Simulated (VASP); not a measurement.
# Li (Im-3m) in VASP: further runs

Li is run at these levels: r2SCAN, HSE06; tasks: relaxation of cell and atoms, single point.

All numbers are computed with VASP 6.6.1; they aren't measurements. Logs are shortened: lines on timing, memory, paths and dates and some standing lists are left out, and cuts for length are marked.

### 1 The cell of the first run

It takes space group Im-3m (No. 229, cubic). The conventional cell has a = 3.509 Å, b = 3.509 Å, c = 3.509 Å, α = 90.00°, β = 90.00°, γ = 90.00°. Li (site symmetry m-3m) has 14 Li at 3.04 to 3.51 Å within 4.0 Å.

### 2 Relaxation of cell and atoms, r2SCAN

POSCAR

```
Li
1.0
   -1.7546500000      1.7546500000      1.7546500000
    1.7546500000     -1.7546500000      1.7546500000
    1.7546500000      1.7546500000     -1.7546500000
Li
1
Direct
    0.0000000000      0.0000000000      0.0000000000
```

INCAR.step1

```
SYSTEM = Li
ALGO = Normal
EDIFF = 1E-4
ENCUT = 600
GGA = PE
ISMEAR = -1
LASPH = .TRUE.
LCHARG = .FALSE.
LREAL = .FALSE.
LWAVE = .TRUE.
NELM = 80
PREC = Accurate
SIGMA = 0.05
```

INCAR.step2

```
SYSTEM = Li
ALGO = Normal
EDIFF = 1E-6
EDIFFG = -0.01
ENCUT = 600
IBRION = 2
ISIF = 3
ISMEAR = -1
ISTART = 1
LASPH = .TRUE.
LCHARG = .FALSE.
LMIXTAU = .TRUE.
LREAL = .FALSE.
LWAVE = .FALSE.
METAGGA = R2SCAN
NELM = 80
NSW = 80
PREC = Accurate
SIGMA = 0.05
```

KPOINTS

```
k-points
0
G
  15 15 15
  0 0 0
```

Potentials or basis: VASP PAW PBE potentials, release 64 (Li_sv).

Started as:

```sh
> cat potpaw_PBE.64/Li_sv/POTCAR > POTCAR
> cp INCAR.step1 INCAR
> mpirun -np 1 vasp_std > vasp.out
> cp INCAR.step2 INCAR
> mpirun -np 1 vasp_std > vasp.out
```

OUTCAR:

```text
SYSTEM = Li
   EDIFF = 1E-6
   EDIFFG = -0.01
   ENCUT = 600
   IBRION = 2
   ISIF = 3
   ISMEAR = -1
   ISTART = 1
   LASPH = .TRUE.
   LREAL = .FALSE.
   METAGGA = R2SCAN
   NELM = 80
   NSW = 80
   PREC = Accurate

 ion  position               nearest neighbor table
   1  0.000  0.000  0.000-

  LATTYP: Found a body centered cubic cell.
 ALAT       =     3.5093000000

  Lattice vectors:

 A1 = (  -1.7546500000,   1.7546500000,   1.7546500000)
 A2 = (   1.7546500000,  -1.7546500000,   1.7546500000)
 A3 = (   1.7546500000,   1.7546500000,  -1.7546500000)

Analysis of symmetry for initial positions (statically):
=====================================================================
 Subroutine PRICEL returns:
 Original cell was already a primitive cell.

 Routine SETGRP: Setting up the symmetry group for a
 body centered cubic supercell.

 Subroutine GETGRP returns: Found 48 space group operations
 (whereof 48 operations were pure point group operations)
 out of a pool of 48 trial point group operations.

The static configuration has the point symmetry O_h .

Analysis of symmetry for dynamics (positions and initial velocities):
=====================================================================
 Subroutine PRICEL returns:
 Original cell was already a primitive cell.

 Routine SETGRP: Setting up the symmetry group for a
 body centered cubic supercell.

 Subroutine GETGRP returns: Found 48 space group operations
 (whereof 48 operations were pure point group operations)
 out of a pool of 48 trial point group operations.

The dynamic configuration has the point symmetry O_h .

 Subroutine INISYM returns: Found 48 space group operations
 (whereof 48 operations are pure point group operations),
 and found     1 'primitive' translations

----------------------------------------------------------------------------------------

                                     Primitive cell

  volume of cell :      21.6088

  direct lattice vectors                    reciprocal lattice vectors
    -1.754650000  1.754650000  1.754650000     0.000000000  0.284957114  0.284957114
     1.754650000 -1.754650000  1.754650000     0.284957114  0.000000000  0.284957114
     1.754650000  1.754650000 -1.754650000     0.284957114  0.284957114  0.000000000

  length of vectors
     3.039142950  3.039142950  3.039142950     0.402990215  0.402990215  0.402990215

  position of ions in fractional coordinates (direct lattice)
     0.000000000  0.000000000  0.000000000

  ion indices of the primitive-cell ions
   primitive index   ion index
                 1           1

----------------------------------------------------------------------------------------

 KPOINTS: k-points

Automatic generation of k-mesh.
 Grid dimensions read from file:
 generate k-points for:   15   15   15

 Generating k-lattice:

  Cartesian coordinates                     Fractional coordinates (reciprocal lattice)
     0.000000000  0.018997141  0.018997141     0.066666667  0.000000000  0.000000000
     0.018997141  0.000000000  0.018997141     0.000000000  0.066666667  0.000000000
     0.018997141  0.018997141  0.000000000     0.000000000  0.000000000  0.066666667

  Length of vectors
     0.026866014  0.026866014  0.026866014

  Shift w.r.t. Gamma in fractional coordinates (k-lattice)
     0.000000000  0.000000000  0.000000000

 Subroutine IBZKPT returns following result:
 ===========================================

 Found    120 irreducible k-points:

 Following reciprocal coordinates:
            Coordinates               Weight
  0.000000  0.000000  0.000000      1.000000
  0.066667  0.000000  0.000000     12.000000
  0.133333  0.000000  0.000000     12.000000
  0.200000  0.000000  0.000000     12.000000
  0.266667  0.000000  0.000000     12.000000
  0.333333  0.000000  0.000000     12.000000
[... 16 lines left out ...]
  0.333333  0.200000  0.000000     48.000000
  0.400000  0.200000  0.000000     24.000000
 [... further k-points ...]
   k-points           NKPTS =    120   k-points in BZ     NKDIM =    120   number of bands    NBANDS=      5
   number of dos      NEDOS =    301   number of ions     NIONS =      1
   total plane-waves  NPLWV =  13824
   dimension x,y,z NGX =    24 NGY =   24 NGZ =   24
   dimension x,y,z NGXF=    48 NGYF=   48 NGZF=   48
   ions per type =               1
   NGX,Y,Z   is equivalent  to a cutoff of  13.13, 13.13, 13.13 a.u.
   NGXF,Y,Z  is equivalent  to a cutoff of  26.26, 26.26, 26.26 a.u.
 SYSTEM =  Li
   PREC   = accura    normal or accurate (medium, high low for compatibility)
   ISTART =      1    job   : 0-new  1-cont  2-samecut
   ICHARG =      0    charge: 1-file 2-atom 10-const
   ISPIN  =      1    spin polarized calculation?
   LNONCOLLINEAR =      F non collinear calculations
   LSORBIT =      F    spin-orbit coupling
   LASPH  =      T    aspherical Exc in radial PAW
   ENCUT  =  600.0 eV  44.10 Ry    6.64 a.u.   6.07  6.07  6.07*2*pi/ulx,y,z
   NELM   =     80;   NELMIN=  2; NELMDL=  0     # of ELM steps
   EDIFF  = 0.1E-05   stopping-criterion for ELM
   LREAL  =      F    real-space projection
   EDIFFG = -.1E-01   stopping-criterion for IOM
   NSW    =     80    number of steps for IOM
   IBRION =      2    ionic relax: 0-MD 1-quasi-New 2-CG
   NFREE  =      1    steps in history (QN), initial steepest desc. (CG)
   ISIF   =      3    stress and relaxation
   ISYM   =      2    0-nonsym 1-usesym 2-fastsym
   POTIM  = 0.5000    time-step for ionic-motion
   TEBEG  =    0.0;   TEEND  =   0.0 temperature during run
   PSTRESS=    0.0 pullay stress
   NELECT =       3.0000    total number of electrons
   NUPDOWN=      -1.0000    fix difference up-down
   EMIN   =  10.00;   EMAX   =-10.00  energy-range for DOS
   EFERMI =   0.00;   METHOD = LEGACY
   ISMEAR =    -1;   SIGMA  =   0.05  broadening in eV -4-tet -1-fermi 0-gaus
   EFERMI_NEDOS =   21; number of points for ismear=-14 and -15
   IALGO  =     38    algorithm
   IMIX   =      4    mixing-type and parameters
     AMIX     =   0.40;   BMIX     =  1.00
     AMIX_MAG =   1.60;   BMIX_MAG =  1.00
  volume/ion in A,a.u.               =      21.61       145.82
  Fermi-wavevector in a.u.,A,eV,Ry     =   0.847692  1.601906  9.776898  0.718582
  Thomas-Fermi vector in A             =   1.963238
   LORBIT       =      0    0 simple, 1 ext, 2 COOP (PROOUT), +10 PAW based schemes
   METAGGA = R2SCAN    functional components
   LHFCALC =     F    Hartree Fock is set to
   AEXX    =    0.0000 exact exchange contribution
   IVDW    =     0    specifies the selected vdW correction
   LEPSILON=     F    determine dielectric tensor
   LRPA    =     F    only Hartree local field effects (RPA)
 conjugate gradient relaxation of ions
 non-spin polarized calculation
  energy-cutoff  :      600.00
  volume of cell :       21.61
 maximum number of plane-waves:       735
   NGX = 13   NGY = 13   NGZ = 13

--------------------------------------- Ionic step        1  -------------------------------------------

 number of electron       2.9999991 magnetization

 Free energy of the ion-electron system (eV)
  ---------------------------------------------------
  ext. energy  EPLUGINS =         0.00000000
  ---------------------------------------------------
  free energy    TOTEN  =        -2.38380571 eV

  energy without entropy =       -2.37959642  energy(sigma->0) =       -2.38170106

------------------------ aborting loop because EDIFF is reached ----------------------------------------

  FORCE on cell =-STRESS in cart. coord.  units (eV):
  Direction    XX          YY          ZZ          XY          YZ          ZX
  --------------------------------------------------------------------------------------
  -------------------------------------------------------------------------------------
  Total       -0.0583136     -0.0583136     -0.0583136     -0.0000000      0.0000000     -0.0000000
  in kB       -4.3236336     -4.3236336     -4.3236336     -0.0000000      0.0000000     -0.0000000
  external PRESSURE =      -4.3236336 kB  Pullay stress =       0.0000000 kB

 VOLUME and BASIS-vectors are now :
 -----------------------------------------------------------------------------
  energy-cutoff  :      600.00
  volume of cell :       21.61
      direct lattice vectors                 reciprocal lattice vectors
    -1.754650000  1.754650000  1.754650000     0.000000000  0.284957114  0.284957114
     1.754650000 -1.754650000  1.754650000     0.284957114  0.000000000  0.284957114
     1.754650000  1.754650000 -1.754650000     0.284957114  0.284957114  0.000000000
[... 71 lines left out ...]
 POSITION                                       TOTAL-FORCE (eV/Angst)
 -----------------------------------------------------------------------------------
      0.00000      0.00000      0.00000        -0.000000     -0.000000     -0.000000
 -----------------------------------------------------------------------------------
    total drift:                                0.000000      0.000000     -0.000000

  FREE ENERGIE OF THE ION-ELECTRON SYSTEM (eV)
  ---------------------------------------------------
  free  energy   TOTEN  =        -2.3845887853 eV

  energy  without entropy=       -2.3804472791  energy(sigma->0) =       -2.38251803

--------------------------------------- Ionic step        4  -------------------------------------------

 number of electron       2.9999993 magnetization

 Free energy of the ion-electron system (eV)
  ---------------------------------------------------
  ext. energy  EPLUGINS =         0.00000000
  ---------------------------------------------------
  free energy    TOTEN  =        -2.38455473 eV

  energy without entropy =       -2.38042044  energy(sigma->0) =       -2.38248758

 E-fermi :   0.6202     XC(G=0):  -7.3814

 val. band max:        0.5426184902   @ k =  -0.3333   0.3333   0.2667
 cond. band min:       0.6274869729   @ k =   0.2000   0.2000   0.1333
 fundamental gap:      0.0848684826
 Fermi energy:         0.6201861925

 k-point     1 :       0.0000    0.0000    0.0000
  band No.  band energies     occupation
      1     -47.5496      2.00000
      2      -3.2559      2.00000
      3      16.6178      0.00000
      4      16.6188      0.00000
      5      16.6188      0.00000

 k-point     2 :       0.0667    0.0000    0.0000
  band No.  band energies     occupation
      1     -47.5490      2.00000
      2      -3.1657      2.00000
      3      15.8848      0.00000
      4      16.0907      0.00000
      5      16.4333      0.00000

 k-point     3 :       0.1333    0.0000    0.0000
  band No.  band energies     occupation
      1     -47.5467      2.00000
      2      -2.8937      2.00000
      3      13.9321      0.00000
      4      15.0762      0.00000
      5      15.9220      0.00000
[... 153 lines left out ...]
 k-point    23 :       0.3333    0.2000    0.0000
  band No.  band energies     occupation
      1     -47.5307      2.00000
      2       1.0519      0.00036
      3       4.8146      0.00000
      4       8.5411      0.00000
      5      12.2573      0.00000

 k-point    24 :       0.4000    0.2000    0.0000
  band No.  band energies     occupation
      1     -47.5300      2.00000
      2       1.6499      0.00000
      3       4.0252      0.00000
      4       8.4154      0.00000
      5      12.1709      0.00000

 [... further k-points ...]

------------------------ aborting loop because EDIFF is reached ----------------------------------------

  FORCE on cell =-STRESS in cart. coord.  units (eV):
  Direction    XX          YY          ZZ          XY          YZ          ZX
  --------------------------------------------------------------------------------------
  -------------------------------------------------------------------------------------
  Total       -0.0068734     -0.0068734     -0.0068734      0.0000000      0.0000000     -0.0000000
  in kB       -0.5307153     -0.5307153     -0.5307153      0.0000000      0.0000000     -0.0000000
  external PRESSURE =      -0.5307153 kB  Pullay stress =       0.0000000 kB

 VOLUME and BASIS-vectors are now :
 -----------------------------------------------------------------------------
  energy-cutoff  :      600.00
  volume of cell :       20.75
      direct lattice vectors                 reciprocal lattice vectors
    -1.731095877  1.731095877  1.731095877     0.000000000  0.288834377  0.288834377
     1.731095877 -1.731095877  1.731095877     0.288834377  0.000000000  0.288834377
     1.731095877  1.731095877 -1.731095877     0.288834377  0.288834377  0.000000000

 POSITION                                       TOTAL-FORCE (eV/Angst)
 -----------------------------------------------------------------------------------
      0.00000      0.00000      0.00000         0.000000      0.000000      0.000000
 -----------------------------------------------------------------------------------
    total drift:                               -0.000000      0.000000     -0.000000

  FREE ENERGIE OF THE ION-ELECTRON SYSTEM (eV)
  ---------------------------------------------------
  free  energy   TOTEN  =        -2.3845547327 eV

  energy  without entropy=       -2.3804204361  energy(sigma->0) =       -2.38248758

 reached required accuracy - stopping structural energy minimisation
```

Wall time 70 s (1 thread of Intel Xeon 6975P-C (Granite Rapids), shared host); peak memory 0.14 GiB.

Results:

| Quantity | Value |
| --- | --- |
| Free energy | -2.3846 eV |
| Relaxed volume | 20.75 Å³/atom |
| Relaxed cell | a = 2.998 Å, b = 2.998 Å, c = 2.998 Å, α = 109.47°, β = 109.47°, γ = 109.47° |
| Space group after relaxing (to 0.1 Å) | Im-3m (No. 229) |
| Energy gained by relaxing | 0.7 meV/atom |
| Ionic steps | 4 |
| Pressure after relaxing | -0.1 GPa |
| Band gap on the k mesh | zero (an odd number of electrons rules out a gap without spin polarisation) |

The path:
```
step  energy change (eV)  largest force (eV/Å)  pressure (GPa)  volume (Å³)
   1              0.0000                0.0000           -0.43        21.61
   2             -0.0004                0.0000           -0.47        21.43
   3             -0.0008                0.0000           -0.10        20.89
   4             -0.0007                0.0000           -0.05        20.75
```

Final structure:
```cif
data_structure
_symmetry_space_group_name_H-M 'P 1'
_symmetry_Int_Tables_number 1
_cell_length_a 2.9983
_cell_length_b 2.9983
_cell_length_c 2.9983
_cell_angle_alpha 109.471
_cell_angle_beta 109.471
_cell_angle_gamma 109.471
_cell_volume 20.75
loop_
_atom_site_label
_atom_site_type_symbol
_atom_site_fract_x
_atom_site_fract_y
_atom_site_fract_z
_atom_site_occupancy
Li1 Li 0.00000 0.00000 0.00000 1
```

Caveat: the cutoff is under 1.25 times the usual one of these potentials, so pressure, stress and relaxed cells hold a basis-set (Pulay) error; the PAW data sets were made with another functional, which shifts forces and pressure a little.

### 3 Single point, HSE06

This run uses another cell than the first one, of 20.19 Å³/atom.

POSCAR

```
Li
1.0
   -1.7152965837      1.7152965837      1.7152965837
    1.7152965837     -1.7152965837      1.7152965837
    1.7152965837      1.7152965837     -1.7152965837
Li
1
Direct
    0.0000000000      0.0000000000      0.0000000000
```

INCAR.step1

```
SYSTEM = Li
PREC     = Accurate       ! precision mode
ENCUT    = 520            ! plane-wave cutoff, eV
EDIFF    = 1E-5           ! SCF threshold, eV
ISMEAR   = -1             ! smearing method
SIGMA    = 0.05           ! smearing width, eV
LREAL    = .FALSE.        ! projectors in reciprocal space
LASPH    = .TRUE.         ! aspherical terms in the spheres
NELM     = 80             ! most SCF steps
ALGO     = Normal         ! electronic algorithm
ISIF     = 2              ! what is computed and relaxed
LWAVE    = .TRUE.         ! write WAVECAR
LCHARG   = .FALSE.        ! write CHGCAR
NBANDS   = 8              ! bands
GGA      = PE             ! functional
```

INCAR.step2

```
SYSTEM = Li
PREC     = Accurate       ! precision mode
ENCUT    = 520            ! plane-wave cutoff, eV
EDIFF    = 1E-6           ! SCF threshold, eV
ISMEAR   = -1             ! smearing method
SIGMA    = 0.05           ! smearing width, eV
LREAL    = .FALSE.        ! projectors in reciprocal space
LASPH    = .TRUE.         ! aspherical terms in the spheres
NELM     = 80             ! most SCF steps
ALGO     = Normal         ! electronic algorithm
ISIF     = 2              ! what is computed and relaxed
LWAVE    = .FALSE.        ! write WAVECAR
LCHARG   = .FALSE.        ! write CHGCAR
GGA      = PE             ! functional
LHFCALC  = .TRUE.         ! exact exchange
HFSCREEN = 0.2079         ! screening, 1/A
PRECFOCK = Normal       
NBANDS   = 8              ! bands
ISTART   = 1
```

KPOINTS

```
Automatic mesh
0
G
  9 9 9
  0 0 0
```

Potentials or basis: VASP PAW PBE potentials, release 64 (Li_sv).

Started as:

```sh
> cat potpaw_PBE.64/Li_sv/POTCAR > POTCAR
> cp INCAR.step1 INCAR
> mpirun -np 1 vasp_std > vasp.out
> cp INCAR.step2 INCAR
> mpirun -np 1 vasp_std > vasp.out
```

It took 4.3 min on 1 thread of Intel Xeon 6975P-C (Granite Rapids), shared host; peak memory 0.25 GiB.

The run converged. Its results:

```
Free energy            : -1.9790 eV
Band gap on the k mesh : zero (an odd number of electrons rules out a gap without spin polarisation)
```

Levels at points of the mesh, in eV from the Fermi level:
```
           k point  band 1  band 2  band 3  band 4  band 5  band 6
(0.00, 0.00, 0.00)  -50.18   -4.36   15.52   15.52   15.52   20.19
```

Caveat: the cutoff is under 1.25 times the usual one of these potentials, so pressure, stress and relaxed cells hold a basis-set (Pulay) error; the PAW data sets were made with another functional, which shifts forces and pressure a little.
